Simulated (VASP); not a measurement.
# K (Pm-3m) in VASP: single point with PBEsol

Aim: the single point of K with PBEsol.

All numbers are computed with VASP 6.6.1; they aren't measurements. Logs are shortened: lines on timing, memory, paths and dates and some standing lists are left out, and cuts for length are marked.

**1. The cell of the first run**

It takes space group Pm-3m (No. 221, cubic). The conventional cell has a = 4.206 Å, b = 4.206 Å, c = 4.206 Å, α = 90.00°, β = 90.00°, γ = 90.00°. Within 5.5 Å of K (site symmetry m-3m) lie 6 K at 4.21 Å.

**2. Single point, PBEsol (functional PBEsol, strained)**

INCAR reads:

```
PREC     = Accurate       # precision mode
ENCUT    = 520            # plane-wave cutoff, eV
EDIFF    = 1E-6           # SCF threshold, eV
ISMEAR   = 0              # smearing method
SIGMA    = 0.1            # smearing width, eV
LREAL    = F              # projectors in reciprocal space
LASPH    = T              # aspherical terms in the spheres
NELM     = 80             # most SCF steps
ALGO     = Normal         # electronic algorithm
ISIF     = 2              # what is computed and relaxed
LWAVE    = F              # write WAVECAR
LCHARG   = F              # write CHGCAR
GGA      = PS             # functional
NBANDS   = 10             # bands
```

KPOINTS reads:

```
regular mesh
0
Gamma
  10 10 10
```

POSCAR reads:

```
K
1.0
    4.2058682280      0.0000000000      0.0000000000
    0.0000000000      4.2058682280      0.0000000000
    0.0000000000      0.0000000000      4.2058682280
K
1
Direct
    0.0000000000      0.0000000000      0.0000000000
```

Potentials or basis: VASP PAW PBE potentials, release 64 (K_sv).

Command:

```console
$ cat potpaw_PBE.64/K_sv/POTCAR > POTCAR
$ mpirun -np 1 vasp_std > vasp.out
```

OUTCAR:

```text
PREC = Accurate
   ENCUT = 520
   EDIFF = 1E-6
   ISMEAR = 0
   LREAL = F
   LASPH = T
   NELM = 80
   ISIF = 2
   GGA = PS

 ion  position               nearest neighbor table
   1  0.000  0.000  0.000-

  LATTYP: Found a simple cubic cell.
 ALAT       =     4.2058682280

  Lattice vectors:

 A1 = (   4.2058682280,   0.0000000000,   0.0000000000)
 A2 = (   0.0000000000,   4.2058682280,   0.0000000000)
 A3 = (   0.0000000000,   0.0000000000,   4.2058682280)

Analysis of symmetry for initial positions (statically):
=====================================================================
 Subroutine PRICEL returns:
 Original cell was already a primitive cell.

 Routine SETGRP: Setting up the symmetry group for a
 simple cubic supercell.

 Subroutine GETGRP returns: Found 48 space group operations
 (whereof 48 operations were pure point group operations)
 out of a pool of 48 trial point group operations.

The static configuration has the point symmetry O_h .

Analysis of symmetry for dynamics (positions and initial velocities):
=====================================================================
 Subroutine PRICEL returns:
 Original cell was already a primitive cell.

 Routine SETGRP: Setting up the symmetry group for a
 simple cubic supercell.

 Subroutine GETGRP returns: Found 48 space group operations
 (whereof 48 operations were pure point group operations)
 out of a pool of 48 trial point group operations.

The dynamic configuration has the point symmetry O_h .

 Subroutine INISYM returns: Found 48 space group operations
 (whereof 48 operations are pure point group operations),
 and found     1 'primitive' translations

----------------------------------------------------------------------------------------

                                     Primitive cell

  volume of cell :      74.3990

  direct lattice vectors                    reciprocal lattice vectors
     4.205868228  0.000000000  0.000000000     0.237763036  0.000000000  0.000000000
     0.000000000  4.205868228  0.000000000     0.000000000  0.237763036  0.000000000
     0.000000000  0.000000000  4.205868228     0.000000000  0.000000000  0.237763036

  length of vectors
     4.205868228  4.205868228  4.205868228     0.237763036  0.237763036  0.237763036

  position of ions in fractional coordinates (direct lattice)
     0.000000000  0.000000000  0.000000000

  ion indices of the primitive-cell ions
   primitive index   ion index
                 1           1

----------------------------------------------------------------------------------------

 KPOINTS: regular mesh

Automatic generation of k-mesh.
 Grid dimensions read from file:
 generate k-points for:   10   10   10

 Generating k-lattice:

  Cartesian coordinates                     Fractional coordinates (reciprocal lattice)
     0.023776304  0.000000000  0.000000000     0.100000000  0.000000000  0.000000000
     0.000000000  0.023776304  0.000000000     0.000000000  0.100000000  0.000000000
     0.000000000  0.000000000  0.023776304     0.000000000  0.000000000  0.100000000

  Length of vectors
     0.023776304  0.023776304  0.023776304

  Shift w.r.t. Gamma in fractional coordinates (k-lattice)
     0.000000000  0.000000000  0.000000000

 Subroutine IBZKPT returns following result:
 ===========================================

 Found     56 irreducible k-points:

 Following reciprocal coordinates:
            Coordinates               Weight
  0.000000  0.000000  0.000000      1.000000
  0.100000  0.000000  0.000000      6.000000
  0.200000  0.000000  0.000000      6.000000
  0.300000  0.000000  0.000000      6.000000
  0.400000  0.000000  0.000000      6.000000
  0.500000  0.000000  0.000000      3.000000
[... 16 lines left out ...]
  0.200000  0.100000  0.100000     24.000000
  0.300000  0.100000  0.100000     24.000000
 [... further k-points ...]
   k-points           NKPTS =     56   k-points in BZ     NKDIM =     56   number of bands    NBANDS=     10
   number of dos      NEDOS =    301   number of ions     NIONS =      1
   total plane-waves  NPLWV =  32768
   dimension x,y,z NGX =    32 NGY =   32 NGZ =   32
   dimension x,y,z NGXF=    64 NGYF=   64 NGZF=   64
   ions per type =               1
   NGX,Y,Z   is equivalent  to a cutoff of  12.65, 12.65, 12.65 a.u.
   NGXF,Y,Z  is equivalent  to a cutoff of  25.30, 25.30, 25.30 a.u.
 SYSTEM =  unknown system
   PREC   = accura    normal or accurate (medium, high low for compatibility)
   ISTART =      0    job   : 0-new  1-cont  2-samecut
   ICHARG =      2    charge: 1-file 2-atom 10-const
   ISPIN  =      1    spin polarized calculation?
   LNONCOLLINEAR =      F non collinear calculations
   LSORBIT =      F    spin-orbit coupling
   LASPH  =      T    aspherical Exc in radial PAW
   ENCUT  =  520.0 eV  38.22 Ry    6.18 a.u.   7.82  7.82  7.82*2*pi/ulx,y,z
   NELM   =     80;   NELMIN=  2; NELMDL= -5     # of ELM steps
   EDIFF  = 0.1E-05   stopping-criterion for ELM
   LREAL  =      F    real-space projection
   EDIFFG = 0.1E-04   stopping-criterion for IOM
   NSW    =      0    number of steps for IOM
   IBRION =     -1    ionic relax: 0-MD 1-quasi-New 2-CG
   NFREE  =      0    steps in history (QN), initial steepest desc. (CG)
   ISIF   =      2    stress and relaxation
   ISYM   =      2    0-nonsym 1-usesym 2-fastsym
   POTIM  = 0.5000    time-step for ionic-motion
   TEBEG  =    0.0;   TEEND  =   0.0 temperature during run
   PSTRESS=    0.0 pullay stress
   NELECT =       9.0000    total number of electrons
   NUPDOWN=      -1.0000    fix difference up-down
   EMIN   =  10.00;   EMAX   =-10.00  energy-range for DOS
   EFERMI =   0.00;   METHOD = LEGACY
   ISMEAR =     0;   SIGMA  =   0.10  broadening in eV -4-tet -1-fermi 0-gaus
   EFERMI_NEDOS =   21; number of points for ismear=-14 and -15
   IALGO  =     38    algorithm
   IMIX   =      4    mixing-type and parameters
     AMIX     =   0.40;   BMIX     =  1.00
     AMIX_MAG =   1.60;   BMIX_MAG =  1.00
  volume/ion in A,a.u.               =      74.40       502.07
  Fermi-wavevector in a.u.,A,eV,Ry     =   0.809655  1.530026  8.919180  0.655541
  Thomas-Fermi vector in A             =   1.918686
   LORBIT       =      0    0 simple, 1 ext, 2 COOP (PROOUT), +10 PAW based schemes
   GGA     = PS    functional components
   LHFCALC =     F    Hartree Fock is set to
   AEXX    =    0.0000 exact exchange contribution
   IVDW    =     0    specifies the selected vdW correction
   LEPSILON=     F    determine dielectric tensor
   LRPA    =     F    only Hartree local field effects (RPA)
 non-spin polarized calculation
 Gauss-broadening in eV      SIGMA  =   0.10
  energy-cutoff  :      520.00
  volume of cell :       74.40
 maximum number of plane-waves:      2022
 NGX is ok and might be reduce to    32
   NGX = 15   NGY = 15   NGZ = 15

 number of electron       8.9999997 magnetization

 Free energy of the ion-electron system (eV)
  ---------------------------------------------------
  ext. energy  EPLUGINS =         0.00000000
  ---------------------------------------------------
  free energy    TOTEN  =        -1.02767391 eV

  energy without entropy =       -1.02338961  energy(sigma->0) =       -1.02553176

 E-fermi :  -0.1216     XC(G=0):  -5.6624

 val. band max:       -0.1730107538   @ k =   0.4000   0.2000   0.2000
 cond. band min:      -0.1025055113   @ k =   0.4000   0.3000   0.0000
 fundamental gap:      0.0705052426
 Fermi energy:        -0.1216346855

 k-point     1 :       0.0000    0.0000    0.0000
  band No.  band energies     occupation
      1     -32.3395      2.00000
      2     -15.8333      2.00000
      3     -15.8333      2.00000
      4     -15.8333      2.00000
      5      -2.3150      2.00000
      6       2.7301      0.00000
      7       2.7301      0.00000
      8       6.1582      0.00000
      9       6.1588      0.00000
     10       6.2171      0.00000

 k-point     2 :       0.1000    0.0000    0.0000
  band No.  band energies     occupation
      1     -32.3390      2.00000
      2     -15.8437      2.00000
      3     -15.8324      2.00000
      4     -15.8324      2.00000
      5      -2.2170      2.00000
      6       2.6431      0.00000
      7       2.7784      0.00000
      8       5.7289      0.00000
      9       5.7291      0.00000
     10       6.0800      0.00000

 k-point     3 :       0.2000    0.0000    0.0000
  band No.  band energies     occupation
      1     -32.3375      2.00000
      2     -15.8709      2.00000
      3     -15.8301      2.00000
      4     -15.8301      2.00000
      5      -1.9282      2.00000
      6       2.2810      0.00000
      7       2.9138      0.00000
      8       5.2550      0.00000
      9       5.2550      0.00000
     10       5.7193      0.00000

 k-point     4 :       0.3000    0.0000    0.0000
  band No.  band energies     occupation
      1     -32.3357      2.00000
      2     -15.9041      2.00000
      3     -15.8272      2.00000
      4     -15.8272      2.00000
      5      -1.4640      2.00000
      6       1.5907      0.00000
      7       3.1033      0.00000
      8       4.8880      0.00000
      9       4.8880      0.00000
     10       5.8902      0.00000
[... 222 lines left out ...]
 k-point    22 :       0.1000    0.1000    0.1000
  band No.  band energies     occupation
      1     -32.3379      2.00000
      2     -15.8428      2.00000
      3     -15.8414      2.00000
      4     -15.8414      2.00000
      5      -2.0227      2.00000
      6       2.6976      0.00000
      7       2.6976      0.00000
      8       4.9370      0.00000
      9       5.6196      0.00000
     10       5.6196      0.00000

 k-point    23 :       0.2000    0.1000    0.1000
  band No.  band energies     occupation
      1     -32.3364      2.00000
      2     -15.8688      2.00000
      3     -15.8399      2.00000
      4     -15.8390      2.00000
      5      -1.7377      2.00000
      6       2.3973      0.00000
      7       2.8382      0.00000
      8       4.5699      0.00000
      9       5.0982      0.00000
     10       5.6927      0.00000

 k-point    24 :       0.3000    0.1000    0.1000
  band No.  band energies     occupation
      1     -32.3346      2.00000
      2     -15.9018      2.00000
      3     -15.8369      2.00000
      4     -15.8360      2.00000
      5      -1.2797      2.00000
      6       1.7282      0.00000
      7       3.0489      0.00000
      8       4.5079      0.00000
      9       4.6468      0.00000
     10       5.7846      0.00000

 [... further k-points ...]
[... 5 lines left out ...]
  --------------------------------------------------------------------------------------
  -------------------------------------------------------------------------------------
  Total        0.0237212      0.0237212      0.0237212     -0.0000000     -0.0000000     -0.0000000
  in kB        0.5108346      0.5108346      0.5108346     -0.0000000     -0.0000000     -0.0000000
  external PRESSURE =       0.5108346 kB  Pullay stress =       0.0000000 kB

 VOLUME and BASIS-vectors are now :
 -----------------------------------------------------------------------------
  energy-cutoff  :      520.00
  volume of cell :       74.40
      direct lattice vectors                 reciprocal lattice vectors
     4.205868228  0.000000000  0.000000000     0.237763036  0.000000000  0.000000000
     0.000000000  4.205868228  0.000000000     0.000000000  0.237763036  0.000000000
     0.000000000  0.000000000  4.205868228     0.000000000  0.000000000  0.237763036

 POSITION                                       TOTAL-FORCE (eV/Angst)
 -----------------------------------------------------------------------------------
      0.00000      0.00000      0.00000         0.000000      0.000000      0.000000
 -----------------------------------------------------------------------------------
    total drift:                                0.000000      0.000000      0.000000

  FREE ENERGIE OF THE ION-ELECTRON SYSTEM (eV)
  ---------------------------------------------------
  free  energy   TOTEN  =        -1.0276739052 eV

  energy  without entropy=       -1.0233896109  energy(sigma->0) =       -1.02553176
```

It took 18 s on 1 thread of Intel Xeon Platinum 8259CL at 2.50GHz (Skylake/Cascade Lake), shared host; peak memory 0.19 GiB.

Results:

```
Free energy : -1.0277 eV
Pressure    : 0.1 GPa
```

Caveat: the cell differs from its parent crystal (functional PBEsol, strained); the PAW data sets were made with another functional, which shifts forces and pressure a little.
